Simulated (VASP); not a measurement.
# TiO2 (Fd-3m) in VASP: notebook

TiO2 is run at these levels: LDA, PBE+U; tasks: density of states.

All numbers are computed with VASP 6.6.1; they aren't measurements. Logs are shortened: lines on timing, memory, paths and dates and some standing lists are left out, and cuts for length are marked.

## Step 1: The cell of the first run

It takes space group Fd-3m (No. 227, cubic). The conventional cell has a = 8.394 Å, b = 8.394 Å, c = 8.394 Å, α = 90.00°, β = 90.00°, γ = 90.00°. Ti (site symmetry -43m) has 4 O at 1.82 Å within 2.4 Å. O (site symmetry -3m) has 2 Ti at 1.82 Å within 2.4 Å.

## Step 2: Density of states, LDA

The input, POSCAR:

```
TiO2
1.0
    0.0000000000      4.1972219452      4.1972219452
    4.1972219452      0.0000000000      4.1972219452
    4.1972219452      4.1972219452      0.0000000000
Ti O
2 4
Direct
    0.7500000000      0.7500000000      0.7500000000
    0.5000000000      0.5000000000      0.5000000000
    0.6250000000      0.6250000000      0.6250000000
    0.6250000000      0.6250000000      0.1250000000
    0.6250000000      0.1250000000      0.6250000000
    0.1250000000      0.6250000000      0.6250000000
```

The input, INCAR.step1:

```
PREC = Accurate ; ENCUT = 520
EDIFF = 1E-6 ; ISMEAR = 0
SIGMA = 0.02 ; LREAL = F
LASPH = T ; NELM = 60
ALGO = Normal ; ISIF = 2
LWAVE = F ; LCHARG = T
LMAXMIX = 4 ; NBANDS = 33
```

The input, KPOINTS.step1:

```
regular mesh
0
Gamma
  6 6 6
```

The input, INCAR.step2:

```
PREC = Accurate ; ENCUT = 520
EDIFF = 1E-6 ; ISMEAR = -5
SIGMA = 0.02 ; LREAL = F
LASPH = T ; NELM = 60
ALGO = Normal ; ISIF = 2
LWAVE = F ; LCHARG = F
LMAXMIX = 4 ; LORBIT = 11
NBANDS = 33 ; NEDOS = 1001
ICHARG = 11
```

The input, KPOINTS.step2:

```
regular mesh
0
Gamma
  9 9 9
```

Potentials or basis: VASP PAW LDA potentials, release 64 (Ti_sv, O).

Started as:

```console
> cat potpaw_LDA.64/Ti_sv/POTCAR potpaw_LDA.64/O/POTCAR > POTCAR
> cp INCAR.step1 INCAR
> cp KPOINTS.step1 KPOINTS
> mpirun -np 1 vasp_std > vasp.out
> cp INCAR.step2 INCAR
> cp KPOINTS.step2 KPOINTS
> mpirun -np 1 vasp_std > vasp.out
```

OUTCAR:

```text
PREC = Accurate
   ENCUT = 520
   EDIFF = 1E-6
   ISMEAR = -5
   LREAL = F
   LASPH = T
   NELM = 60
   ISIF = 2
   LORBIT = 11
   ICHARG = 11

 ion  position               nearest neighbor table
   1  0.750  0.750  0.750-   3 1.82   4 1.82   5 1.82   6 1.82
   2  0.500  0.500  0.500-   3 1.82   4 1.82   5 1.82   6 1.82
   3  0.625  0.625  0.625-   1 1.82   2 1.82
   4  0.625  0.625  0.125-   1 1.82   2 1.82
   5  0.625  0.125  0.625-   1 1.82   2 1.82
   6  0.125  0.625  0.625-   1 1.82   2 1.82

  LATTYP: Found a face centered cubic cell.
 ALAT       =     8.3944438904

  Lattice vectors:

 A1 = (   0.0000000000,   4.1972219452,   4.1972219452)
 A2 = (   4.1972219452,   0.0000000000,   4.1972219452)
 A3 = (   4.1972219452,   4.1972219452,   0.0000000000)

Analysis of symmetry for initial positions (statically):
=====================================================================
 Subroutine PRICEL returns:
 Original cell was already a primitive cell.

 Routine SETGRP: Setting up the symmetry group for a
 face centered cubic supercell.

 Subroutine GETGRP returns: Found 48 space group operations
 (whereof 24 operations were pure point group operations)
 out of a pool of 48 trial point group operations.

The static configuration has the point symmetry T_d .
 The point group associated with its full space group is O_h .

Analysis of symmetry for dynamics (positions and initial velocities):
=====================================================================
 Subroutine PRICEL returns:
 Original cell was already a primitive cell.

 Routine SETGRP: Setting up the symmetry group for a
 face centered cubic supercell.

 Subroutine GETGRP returns: Found 48 space group operations
 (whereof 24 operations were pure point group operations)
 out of a pool of 48 trial point group operations.

The dynamic configuration has the point symmetry T_d .
 The point group associated with its full space group is O_h .

 Subroutine INISYM returns: Found 48 space group operations
 (whereof 24 operations are pure point group operations),
 and found     1 'primitive' translations

----------------------------------------------------------------------------------------

                                     Primitive cell

  volume of cell :     147.8822

  direct lattice vectors                    reciprocal lattice vectors
     0.000000000  4.197221945  4.197221945    -0.119126414  0.119126414  0.119126414
     4.197221945  0.000000000  4.197221945     0.119126414 -0.119126414  0.119126414
     4.197221945  4.197221945  0.000000000     0.119126414  0.119126414 -0.119126414

  length of vectors
     5.935768199  5.935768199  5.935768199     0.206333002  0.206333002  0.206333002

  position of ions in fractional coordinates (direct lattice)
     0.750000000  0.750000000  0.750000000
     0.500000000  0.500000000  0.500000000
     0.625000000  0.625000000  0.625000000
     0.625000000  0.625000000  0.125000000
     0.625000000  0.125000000  0.625000000
     0.125000000  0.625000000  0.625000000

  ion indices of the primitive-cell ions
   primitive index   ion index
                 1           1
                 2           2
                 3           3
                 4           4
                 5           5
                 6           6

----------------------------------------------------------------------------------------

 KPOINTS: regular mesh

Automatic generation of k-mesh.
 Grid dimensions read from file:
 generate k-points for:    9    9    9

 Generating k-lattice:

  Cartesian coordinates                     Fractional coordinates (reciprocal lattice)
    -0.013236268  0.013236268  0.013236268     0.111111111  0.000000000  0.000000000
     0.013236268 -0.013236268  0.013236268     0.000000000  0.111111111  0.000000000
     0.013236268  0.013236268 -0.013236268     0.000000000  0.000000000  0.111111111

  Length of vectors
     0.022925889  0.022925889  0.022925889

  Shift w.r.t. Gamma in fractional coordinates (k-lattice)
     0.000000000  0.000000000  0.000000000

 TETIRR: Found    115 inequivalent tetrahedra from     4374

 Subroutine IBZKPT returns following result:
 ===========================================

 Found     35 irreducible k-points:

 Following reciprocal coordinates:
            Coordinates               Weight
  0.000000  0.000000  0.000000      1.000000
  0.111111  0.000000  0.000000      8.000000
  0.222222  0.000000  0.000000      8.000000
  0.333333  0.000000  0.000000      8.000000
  0.444444  0.000000  0.000000      8.000000
  0.111111  0.111111  0.000000      6.000000
[... 16 lines left out ...]
 -0.333333  0.333333  0.000000     12.000000
  0.444444  0.444444  0.000000      6.000000
 [... further k-points ...]
   k-points           NKPTS =     35   k-points in BZ     NKDIM =     35   number of bands    NBANDS=     33
   number of dos      NEDOS =   1001   number of ions     NIONS =      6
   total plane-waves  NPLWV = 110592
   dimension x,y,z NGX =    48 NGY =   48 NGZ =   48
   dimension x,y,z NGXF=    96 NGYF=   96 NGZF=   96
   ions per type =               2   4
   NGX,Y,Z   is equivalent  to a cutoff of  13.44, 13.44, 13.44 a.u.
   NGXF,Y,Z  is equivalent  to a cutoff of  26.89, 26.89, 26.89 a.u.
 SYSTEM =  unknown system
   PREC   = accura    normal or accurate (medium, high low for compatibility)
   ISTART =      0    job   : 0-new  1-cont  2-samecut
   ICHARG =     11    charge: 1-file 2-atom 10-const
   ISPIN  =      1    spin polarized calculation?
   LNONCOLLINEAR =      F non collinear calculations
   LSORBIT =      F    spin-orbit coupling
   LASPH  =      T    aspherical Exc in radial PAW
   ENCUT  =  520.0 eV  38.22 Ry    6.18 a.u.  11.04 11.04 11.04*2*pi/ulx,y,z
   NELM   =     60;   NELMIN=  2; NELMDL=  0     # of ELM steps
   EDIFF  = 0.1E-05   stopping-criterion for ELM
   LREAL  =      F    real-space projection
[... 7 lines left out ...]
   TEBEG  =    0.0;   TEEND  =   0.0 temperature during run
   PSTRESS=    0.0 pullay stress
   NELECT =      48.0000    total number of electrons
   NUPDOWN=      -1.0000    fix difference up-down
   EMIN   =  10.00;   EMAX   =-10.00  energy-range for DOS
   EFERMI =   0.00;   METHOD = LEGACY
   ISMEAR =    -5;   SIGMA  =   0.02  broadening in eV -4-tet -1-fermi 0-gaus
   EFERMI_NEDOS =   21; number of points for ismear=-14 and -15
   IALGO  =     38    algorithm
   IMIX   =      4    mixing-type and parameters
     AMIX     =   0.40;   BMIX     =  1.00
     AMIX_MAG =   1.60;   BMIX_MAG =  1.00
  volume/ion in A,a.u.               =      24.65       166.33
  Fermi-wavevector in a.u.,A,eV,Ry     =   1.125080  2.126092 17.222315  1.265804
  Thomas-Fermi vector in A             =   2.261755
   LORBIT       =     11    0 simple, 1 ext, 2 COOP (PROOUT), +10 PAW based schemes
   GGA     = CA    functional components
   LHFCALC =     F    Hartree Fock is set to
   AEXX    =    0.0000 exact exchange contribution
   IVDW    =     0    specifies the selected vdW correction
   LEPSILON=     F    determine dielectric tensor
   LRPA    =     F    only Hartree local field effects (RPA)
 non-spin polarized calculation
 Fermi weights with tetrahedron method with Bloechl corrections
  energy-cutoff  :      520.00
  volume of cell :      147.88
 maximum number of plane-waves:      4003
 NGX is ok and might be reduce to    48

 number of electron      48.0000011 magnetization

 Free energy of the ion-electron system (eV)
  ---------------------------------------------------
  ext. energy  EPLUGINS =         0.00000000
  ---------------------------------------------------
  free energy    TOTEN  =       -57.48868167 eV

  energy without entropy =      -57.48868167  energy(sigma->0) =      -57.48868167

 E-fermi :  -2.8060     XC(G=0):  -6.9500

 val. band max:       -2.8377007583   @ k =   0.4444   0.0000   0.0000
 cond. band min:       0.3184776172   @ k =   0.0000   0.0000   0.0000
 fundamental gap:      3.1561783755
 Fermi energy:        -2.8060450682

 k-point     1 :       0.0000    0.0000    0.0000
  band No.  band energies     occupation
      1     -57.5902      2.00000
      2     -57.5811      2.00000
      3     -34.3845      2.00000
      4     -34.3845      2.00000
      5     -34.3845      2.00000
      6     -34.2818      2.00000
[... 25 lines left out ...]
     32       3.2396      0.00000
     33       4.8366      0.00000

 k-point     2 :       0.1111    0.0000    0.0000
  band No.  band energies     occupation
      1     -57.5900      2.00000
      2     -57.5813      2.00000
      3     -34.3849      2.00000
      4     -34.3849      2.00000
      5     -34.3827      2.00000
      6     -34.2837      2.00000
[... 25 lines left out ...]
     32       3.2064      0.00000
     33       4.7255      0.00000

 k-point     3 :       0.2222    0.0000    0.0000
  band No.  band energies     occupation
      1     -57.5895      2.00000
      2     -57.5819      2.00000
      3     -34.3859      2.00000
      4     -34.3859      2.00000
      5     -34.3778      2.00000
      6     -34.2888      2.00000
[... 25 lines left out ...]
     32       3.0980      0.00000
     33       4.5273      0.00000

 k-point     4 :       0.3333    0.0000    0.0000
  band No.  band energies     occupation
      1     -57.5887      2.00000
      2     -57.5827      2.00000
      3     -34.3871      2.00000
      4     -34.3871      2.00000
      5     -34.3715      2.00000
      6     -34.2954      2.00000
[... 673 lines left out ...]
     32       3.3314      0.00000
     33       3.9673      0.00000

 k-point    23 :      -0.3333    0.3333    0.0000
  band No.  band energies     occupation
      1     -57.5868      2.00000
      2     -57.5845      2.00000
      3     -34.3917      2.00000
      4     -34.3896      2.00000
      5     -34.3485      2.00000
      6     -34.3187      2.00000
[... 25 lines left out ...]
     32       3.2647      0.00000
     33       4.0217      0.00000

 k-point    24 :       0.4444    0.4444    0.0000
  band No.  band energies     occupation
      1     -57.5865      2.00000
      2     -57.5849      2.00000
      3     -34.3911      2.00000
      4     -34.3911      2.00000
      5     -34.3425      2.00000
      6     -34.3247      2.00000
[... 25 lines left out ...]
     32       3.7087      0.00000
     33       3.7866      0.00000

 [... further k-points ...]
[... 5 lines left out ...]
  --------------------------------------------------------------------------------------
  -------------------------------------------------------------------------------------
  Total       -3.1928568     -3.1928568     -3.1928568     -0.0000000     -0.0000000     -0.0000000
  in kB      -34.5918845    -34.5918845    -34.5918845     -0.0000000     -0.0000000     -0.0000000
  external PRESSURE =     -34.5918845 kB  Pullay stress =       0.0000000 kB

 VOLUME and BASIS-vectors are now :
 -----------------------------------------------------------------------------
  energy-cutoff  :      520.00
  volume of cell :      147.88
      direct lattice vectors                 reciprocal lattice vectors
     0.000000000  4.197221945  4.197221945    -0.119126414  0.119126414  0.119126414
     4.197221945  0.000000000  4.197221945     0.119126414 -0.119126414  0.119126414
     4.197221945  4.197221945  0.000000000     0.119126414  0.119126414 -0.119126414

 POSITION                                       TOTAL-FORCE (eV/Angst)
 -----------------------------------------------------------------------------------
      6.29583      6.29583      6.29583         0.000000      0.000000      0.000000
      4.19722      4.19722      4.19722        -0.000000     -0.000000     -0.000000
      5.24653      5.24653      5.24653         0.000000     -0.000000     -0.000000
      3.14792      3.14792      5.24653         0.000000     -0.000000     -0.000000
      3.14792      5.24653      3.14792         0.000000     -0.000000     -0.000000
      5.24653      3.14792      3.14792         0.000000     -0.000000     -0.000000
 -----------------------------------------------------------------------------------
    total drift:                                0.000000     -0.000000     -0.000000

  FREE ENERGIE OF THE ION-ELECTRON SYSTEM (eV)
  ---------------------------------------------------
  free  energy   TOTEN  =       -57.4886816720 eV

  energy  without entropy=      -57.4886816720  energy(sigma->0) =      -57.48868167

 total charge

# of ion       s       p       d       tot
------------------------------------------
    1        2.256   6.295   1.964  10.515
    2        2.256   6.295   1.964  10.515
    3        1.565   3.461   0.000   5.026
    4        1.565   3.461   0.000   5.026
    5        1.565   3.461   0.000   5.026
    6        1.565   3.461   0.000   5.026
--------------------------------------------------
tot         10.771  26.436   3.928  41.134
```

It took 2.7 min on 1 thread of AMD EPYC 9R45 (Zen 5), shared host; peak memory 0.27 GiB.

What came out:

* Valence electrons inside the program's atomic spheres: Ti 10.52; O 5.03

## Step 3: Density of states, PBE+U

POSCAR is that of step 2.

The input, INCAR.step1:

```
SYSTEM = TiO2
PREC = Accurate
ENCUT = 520
EDIFF = 1E-6
ISMEAR = 0
SIGMA = 0.02
LREAL = .False.
LASPH = .True.
NELM = 150
ALGO = Normal
ISIF = 2
LWAVE = .False.
LCHARG = .True.
LMAXMIX = 4
LDAU = .True.
LDAUTYPE = 2
LDAUL = 2 -1
LDAUU = 4 0
LDAUJ = 0 0
LDAUPRINT = 1
GGA = PE
NBANDS = 33
```

The input, KPOINTS.step1:

```
regular mesh
0
Gamma
  6 6 6
  0 0 0
```

The input, INCAR.step2:

```
SYSTEM = TiO2
PREC = Accurate
ENCUT = 520
EDIFF = 1E-6
ISMEAR = -5
SIGMA = 0.02
LREAL = .False.
LASPH = .True.
NELM = 150
ALGO = Normal
ISIF = 2
LWAVE = .False.
LCHARG = .False.
LMAXMIX = 4
LDAU = .True.
LDAUTYPE = 2
LDAUL = 2 -1
LDAUU = 4 0
LDAUJ = 0 0
LDAUPRINT = 1
GGA = PE
LORBIT = 11
NBANDS = 33
NEDOS = 1001
ICHARG = 11
```

The input, KPOINTS.step2:

```
regular mesh
0
Gamma
  9 9 9
  0 0 0
```

Potentials or basis: VASP PAW PBE potentials, release 64 (Ti_sv, O).

Started as:

```console
> cat potpaw_PBE.64/Ti_sv/POTCAR potpaw_PBE.64/O/POTCAR > POTCAR
> cp INCAR.step1 INCAR
> cp KPOINTS.step1 KPOINTS
> mpirun -np 1 vasp_std > vasp.out
> cp INCAR.step2 INCAR
> cp KPOINTS.step2 KPOINTS
> mpirun -np 1 vasp_std > vasp.out
```

Wall time 3.1 min (1 thread of AMD EPYC 9R45 (Zen 5), shared host); peak memory 0.34 GiB.

It converged, with:

- Valence electrons inside the program's atomic spheres: Ti 10.36; O 5.08

Levels at points of the mesh, in eV from the valence-band top:
| k point | band 22 | band 23 | band 24 | band 25 | band 26 | band 27 |
| --- | --- | --- | --- | --- | --- | --- |
| (0.00, 0.00, 0.00) | 0.00 | 0.00 | 0.00 | 3.80 | 3.80 | 4.34 |

Eigenvalues of the final occupation matrices:
| site | spin | trace | eigenvalues |
| --- | --- | --- | --- |
| site 1 d | 1 | 0.91 | 0.12 0.12 0.22 0.22 0.22 |
| site 1 d | 2 | 0.91 | 0.12 0.12 0.22 0.22 0.22 |
| site 2 d | 1 | 0.91 | 0.12 0.12 0.22 0.22 0.22 |
| site 2 d | 2 | 0.91 | 0.12 0.12 0.22 0.22 0.22 |
